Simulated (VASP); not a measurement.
# SrAgI3 (Cm) in VASP: single point with PBE

Aim: the single point of SrAgI3 with PBE.

Program: VASP 6.6.1. These are calculated values, not measurements. Logs are shortened: lines on timing, memory, paths and dates and some standing lists are left out, and cuts for length are marked.

### Step 1. The cell of the first run

Symmetry: Cm, No. 8, monoclinic system. The conventional cell has a = 8.352 Å, b = 8.362 Å, c = 5.907 Å, α = 90.00°, β = 90.11°, γ = 90.00°. Within 5.4 Å of Sr (site symmetry m) lie 12 I at 4.11 to 4.25 Å and 8 Ag at 5.03 to 5.19 Å. Within 3.9 Å of Ag (site symmetry m) lie 6 I at 2.93 to 2.98 Å. Within 3.9 Å of I (site symmetry 1) lie 2 Ag at 2.93 to 2.98 Å. I (site symmetry m) has 2 Ag at 2.95 to 2.96 Å within 3.9 Å.

### Step 2. Single point, PBE

Contents of INCAR:

```
ALGO = Normal
EDIFF = 1E-7
ENCUT = 520
GGA = PE
ISIF = 2
ISMEAR = 0
LASPH = T
LCHARG = T
LELF = T
LREAL = F
LVHAR = T
LWAVE = F
NBANDS = 29
NELM = 80
PREC = Accurate
SIGMA = 0.1
```

Contents of KPOINTS:

```
k-points
0
Gamma
  4 4 4
```

Contents of POSCAR:

```
SrAgI3
1.0
    4.1758286800     -4.1810995400      0.0000000000
    4.1758286800      4.1810995400      0.0000000000
   -0.0108549400      0.0000000000      5.9072709100
Sr Ag I
1 1 3
Direct
    0.9991380000      0.9991380000      0.9985799800
    0.4956080000      0.4956080000      0.4830929900
    0.4956040100      0.9994210000      0.4854030000
    0.5057990000      0.5057990000      0.9845100000
    0.9994210000      0.4956040100      0.4854030000
```

Potentials or basis: VASP PAW PBE potentials, release 64 (Sr_sv, Ag, I).

Command:

```console
cat potpaw_PBE.64/Sr_sv/POTCAR potpaw_PBE.64/Ag/POTCAR potpaw_PBE.64/I/POTCAR > POTCAR
mpirun -np 1 vasp_std > vasp.out
```

OUTCAR:

```text
EDIFF = 1E-7
   ENCUT = 520
   GGA = PE
   ISIF = 2
   ISMEAR = 0
   LASPH = T
   LREAL = F
   NELM = 80
   PREC = Accurate

 ion  position               nearest neighbor table
   1  0.999  0.999  0.999-   3 4.11   5 4.11   4 4.12   5 4.14   3 4.14   4 4.18   4 4.18   3 4.22
                             5 4.22   4 4.23   5 4.25   3 4.25
   2  0.496  0.496  0.483-   3 2.93   5 2.93   4 2.95   4 2.96   5 2.98   3 2.98
   3  0.496  0.999  0.485-   2 2.93   2 2.98   1 4.11   1 4.14   1 4.22   1 4.25
   4  0.506  0.506  0.985-   2 2.95   2 2.96   1 4.12   1 4.18   1 4.18   1 4.23
   5  0.999  0.496  0.485-   2 2.93   2 2.98   1 4.11   1 4.14   1 4.22   1 4.25

  LATTYP: Found a base centered monoclinic cell.
 ALAT       =     8.3516573600
 B/A-ratio  =     1.0012622309
 C/A-ratio  =     0.7073183955
 COS(beta)  =    -0.0018375527

  Lattice vectors:

 A1 = (   4.1758286800,  -4.1810995400,   0.0000000000)
 A2 = (   4.1758286800,   4.1810995400,   0.0000000000)
 A3 = (  -0.0108549400,   0.0000000000,   5.9072709100)

Analysis of symmetry for initial positions (statically):
=====================================================================
 Subroutine PRICEL returns:
 Original cell was already a primitive cell.

 Routine SETGRP: Setting up the symmetry group for a
 base centered monoclinic supercell.

 Subroutine GETGRP returns: Found  2 space group operations
 (whereof  2 operations were pure point group operations)
 out of a pool of  4 trial point group operations.

The static configuration has the point symmetry C_1h.

Analysis of symmetry for dynamics (positions and initial velocities):
=====================================================================
 Subroutine PRICEL returns:
 Original cell was already a primitive cell.

 Routine SETGRP: Setting up the symmetry group for a
 base centered monoclinic supercell.

 Subroutine GETGRP returns: Found  2 space group operations
 (whereof  2 operations were pure point group operations)
 out of a pool of  4 trial point group operations.

The dynamic configuration has the point symmetry C_1h.

 Subroutine INISYM returns: Found  2 space group operations
 (whereof  2 operations are pure point group operations),
 and found     1 'primitive' translations

----------------------------------------------------------------------------------------

                                     Primitive cell

  volume of cell :     206.2766

  direct lattice vectors                    reciprocal lattice vectors
     4.175828680 -4.181099540  0.000000000     0.119736713 -0.119585768  0.000220023
     4.175828680  4.181099540  0.000000000     0.119736713  0.119585768  0.000220023
    -0.010854940  0.000000000  5.907270910     0.000000000  0.000000000  0.169282908

  length of vectors
     5.909241790  5.909241790  5.907280883     0.169226726  0.169226726  0.169282908

  position of ions in fractional coordinates (direct lattice)
     0.999138000  0.999138000  0.998579980
     0.495608000  0.495608000  0.483092990
     0.495604010  0.999421000  0.485403000
     0.505799000  0.505799000  0.984510000
     0.999421000  0.495604010  0.485403000

  ion indices of the primitive-cell ions
   primitive index   ion index
                 1           1
                 2           2
                 3           3
                 4           4
                 5           5

----------------------------------------------------------------------------------------

 KPOINTS: k-points

Automatic generation of k-mesh.
 Grid dimensions read from file:
 generate k-points for:    4    4    4

 Generating k-lattice:

  Cartesian coordinates                     Fractional coordinates (reciprocal lattice)
     0.029934178 -0.029896442  0.000055006     0.250000000 -0.000000000  0.000000000
     0.029934178  0.029896442  0.000055006    -0.000000000  0.250000000  0.000000000
     0.000000000  0.000000000  0.042320727     0.000000000  0.000000000  0.250000000

  Length of vectors
     0.042306681  0.042306681  0.042320727

  Shift w.r.t. Gamma in fractional coordinates (k-lattice)
     0.000000000  0.000000000  0.000000000

 Subroutine IBZKPT returns following result:
 ===========================================

 Found     24 irreducible k-points:

 Following reciprocal coordinates:
            Coordinates               Weight
  0.000000  0.000000  0.000000      1.000000
  0.250000 -0.000000  0.000000      4.000000
  0.500000 -0.000000  0.000000      2.000000
  0.250000  0.250000  0.000000      2.000000
  0.500000  0.250000  0.000000      4.000000
 -0.250000  0.250000  0.000000      2.000000
[... 16 lines left out ...]
 -0.250000  0.250000  0.500000      2.000000
  0.500000  0.500000  0.500000      1.000000
   k-points           NKPTS =     24   k-points in BZ     NKDIM =     24   number of bands    NBANDS=     29
   number of dos      NEDOS =    301   number of ions     NIONS =      5
   total plane-waves  NPLWV = 110592
   dimension x,y,z NGX =    48 NGY =   48 NGZ =   48
   dimension x,y,z NGXF=    96 NGYF=   96 NGZF=   96
   ions per type =               1   1   3
   NGX,Y,Z   is equivalent  to a cutoff of  13.50, 13.50, 13.51 a.u.
   NGXF,Y,Z  is equivalent  to a cutoff of  27.01, 27.01, 27.02 a.u.
 SYSTEM =  unknown system
   PREC   = accura    normal or accurate (medium, high low for compatibility)
   ISTART =      0    job   : 0-new  1-cont  2-samecut
   ICHARG =      2    charge: 1-file 2-atom 10-const
   ISPIN  =      1    spin polarized calculation?
   LNONCOLLINEAR =      F non collinear calculations
   LSORBIT =      F    spin-orbit coupling
   LASPH  =      T    aspherical Exc in radial PAW
   ENCUT  =  520.0 eV  38.22 Ry    6.18 a.u.  10.99 10.99 10.98*2*pi/ulx,y,z
   NELM   =     80;   NELMIN=  2; NELMDL= -5     # of ELM steps
   EDIFF  = 0.1E-06   stopping-criterion for ELM
   LREAL  =      F    real-space projection
   EDIFFG = 0.1E-05   stopping-criterion for IOM
   NSW    =      0    number of steps for IOM
   IBRION =     -1    ionic relax: 0-MD 1-quasi-New 2-CG
   NFREE  =      0    steps in history (QN), initial steepest desc. (CG)
   ISIF   =      2    stress and relaxation
   ISYM   =      2    0-nonsym 1-usesym 2-fastsym
   POTIM  = 0.5000    time-step for ionic-motion
   TEBEG  =    0.0;   TEEND  =   0.0 temperature during run
   PSTRESS=    0.0 pullay stress
   NELECT =      42.0000    total number of electrons
   NUPDOWN=      -1.0000    fix difference up-down
   EMIN   =  10.00;   EMAX   =-10.00  energy-range for DOS
   EFERMI =   0.00;   METHOD = LEGACY
   ISMEAR =     0;   SIGMA  =   0.10  broadening in eV -4-tet -1-fermi 0-gaus
   EFERMI_NEDOS =   21; number of points for ismear=-14 and -15
   IALGO  =     38    algorithm
   IMIX   =      4    mixing-type and parameters
     AMIX     =   0.40;   BMIX     =  1.00
     AMIX_MAG =   1.60;   BMIX_MAG =  1.00
  volume/ion in A,a.u.               =      41.26       278.40
  Fermi-wavevector in a.u.,A,eV,Ry     =   0.963107  1.820008 12.620427  0.927575
  Thomas-Fermi vector in A             =   2.092624
   LORBIT       =      0    0 simple, 1 ext, 2 COOP (PROOUT), +10 PAW based schemes
   GGA     = PE    functional components
   LHFCALC =     F    Hartree Fock is set to
   AEXX    =    0.0000 exact exchange contribution
   IVDW    =     0    specifies the selected vdW correction
   LEPSILON=     F    determine dielectric tensor
   LRPA    =     F    only Hartree local field effects (RPA)
 non-spin polarized calculation
 Gauss-broadening in eV      SIGMA  =   0.10
  energy-cutoff  :      520.00
  volume of cell :      206.28
 maximum number of plane-waves:      5575
 NGX is ok and might be reduce to    48
   NGX = 21   NGY = 21   NGZ = 21

 number of electron      41.9999996 magnetization

 Free energy of the ion-electron system (eV)
  ---------------------------------------------------
  ext. energy  EPLUGINS =         0.00000000
  ---------------------------------------------------
  free energy    TOTEN  =       -12.76211579 eV

  energy without entropy =      -12.75833998  energy(sigma->0) =      -12.76022788

 E-fermi :   3.5857     XC(G=0):  -7.9815

 val. band max:        3.5499816295   @ k =   0.0000   0.0000   0.0000
 cond. band min:       4.0063184151   @ k =   0.5000   0.5000   0.5000
 fundamental gap:      0.4563367856
 Fermi energy:         3.5856988146

 k-point     1 :       0.0000    0.0000    0.0000
  band No.  band energies     occupation
      1     -34.8282      2.00000
      2     -16.6915      2.00000
      3     -16.6908      2.00000
      4     -16.6895      2.00000
      5      -9.5862      2.00000
      6      -8.9352      2.00000
[... 21 lines left out ...]
     28       5.4006      0.00000
     29       9.4605      0.00000

 k-point     2 :       0.2500   -0.0000    0.0000
  band No.  band energies     occupation
      1     -34.8282      2.00000
      2     -16.6918      2.00000
      3     -16.6911      2.00000
      4     -16.6896      2.00000
      5      -9.5007      2.00000
      6      -9.0021      2.00000
[... 21 lines left out ...]
     28       5.7632      0.00000
     29       7.8492      0.00000

 k-point     3 :       0.5000   -0.0000    0.0000
  band No.  band energies     occupation
      1     -34.8282      2.00000
      2     -16.6926      2.00000
      3     -16.6911      2.00000
      4     -16.6896      2.00000
      5      -9.3735      2.00000
      6      -9.1106      2.00000
[... 21 lines left out ...]
     28       6.2667      0.00000
     29       6.7881      0.00000

 k-point     4 :       0.2500    0.2500    0.0000
  band No.  band energies     occupation
      1     -34.8282      2.00000
      2     -16.6917      2.00000
      3     -16.6916      2.00000
      4     -16.6900      2.00000
      5      -9.4206      2.00000
      6      -9.0170      2.00000
[... 597 lines left out ...]
     28       7.9982      0.00000
     29       8.0414      0.00000

 k-point    23 :      -0.2500    0.2500    0.5000
  band No.  band energies     occupation
      1     -34.8282      2.00000
      2     -16.6930      2.00000
      3     -16.6915      2.00000
      4     -16.6902      2.00000
      5      -9.2389      2.00000
      6      -9.0926      2.00000
[... 21 lines left out ...]
     28       7.1470      0.00000
     29       7.4832      0.00000

 k-point    24 :       0.5000    0.5000    0.5000
  band No.  band energies     occupation
      1     -34.8281      2.00000
      2     -16.6928      2.00000
      3     -16.6921      2.00000
      4     -16.6908      2.00000
      5      -9.0891      2.00000
      6      -9.0881      2.00000
[... 21 lines left out ...]
     28       7.8331      0.00000
     29       7.8379      0.00000

------------------------ aborting loop because EDIFF is reached ----------------------------------------

  FORCE on cell =-STRESS in cart. coord.  units (eV):
  Direction    XX          YY          ZZ          XY          YZ          ZX
  --------------------------------------------------------------------------------------
  -------------------------------------------------------------------------------------
  Total       -1.4594899     -1.4483459     -1.4498446      0.0000000      0.0000000     -0.0026777
  in kB      -11.3360464    -11.2494897    -11.2611304      0.0000000      0.0000000     -0.0207983
  external PRESSURE =     -11.2822222 kB  Pullay stress =       0.0000000 kB

 VOLUME and BASIS-vectors are now :
 -----------------------------------------------------------------------------
  energy-cutoff  :      520.00
  volume of cell :      206.28
      direct lattice vectors                 reciprocal lattice vectors
     4.175828680 -4.181099540  0.000000000     0.119736713 -0.119585768  0.000220023
     4.175828680  4.181099540  0.000000000     0.119736713  0.119585768  0.000220023
    -0.010854940  0.000000000  5.907270910     0.000000000  0.000000000  0.169282908

 POSITION                                       TOTAL-FORCE (eV/Angst)
 -----------------------------------------------------------------------------------
      8.33362      0.00000      5.89888        -0.021033      0.000000      0.109134
      4.13390      0.00000      2.85376         0.051429      0.000000      0.015670
      6.23770      2.10651      2.86741        -0.037721     -0.018266     -0.058109
      4.21357      0.00000      5.81577         0.045045      0.000000     -0.008587
      6.23770     -2.10651      2.86741        -0.037721      0.018266     -0.058109
 -----------------------------------------------------------------------------------
    total drift:                                0.000127      0.000000     -0.000098

  FREE ENERGIE OF THE ION-ELECTRON SYSTEM (eV)
  ---------------------------------------------------
  free  energy   TOTEN  =       -12.7621157866 eV

  energy  without entropy=      -12.7583399782  energy(sigma->0) =      -12.76022788
```

Run time: 2.5 min. Hardware: 1 thread of Intel Xeon Platinum 8488C (Sapphire Rapids), shared host; peak memory 0.41 GiB.

Results:

```
Free energy   : -12.7621 eV
Pressure      : -1.1 GPa
Largest force : 0.111 eV/Å
```

Forces on the atoms (eV/Å):
```
Sr  -0.021  0.000  0.109
Ag   0.051  0.000  0.016
I   -0.038 -0.018 -0.058
I    0.045  0.000 -0.009
I   -0.038  0.018 -0.058
```

Levels at points of the mesh, in eV from the Fermi level:
```tsv
k point	band 17	band 18	band 19	band 20	band 21	band 22	band 23	band 24	band 25	band 26
(0.00, 0.00, 0.00)	-2.37	-2.37	-1.86	-1.86	-1.85	-0.04	0.60	1.31	1.31	1.81
(0.50, 0.00, 0.00)	-2.33	-2.33	-2.22	-2.08	-2.07	1.62	1.88	2.25	2.32	2.47
(0.50, 0.50, 0.00)	-2.88	-2.39	-2.39	-1.64	-0.11	1.61	2.00	2.55	2.58	2.67
(0.00, 0.00, 0.50)	-2.33	-2.32	-2.23	-2.08	-2.07	1.63	1.88	2.26	2.33	2.46
(0.50, 0.00, 0.50)	-2.93	-2.39	-2.38	-1.64	-0.12	1.61	2.00	2.56	2.58	2.67
(0.50, 0.50, 0.50)	-1.59	-1.59	-1.58	-0.10	-0.10	0.42	1.81	1.81	1.81	2.32
```

Caveat: spin-orbit coupling is left out, which moves the levels of the heavy elements.
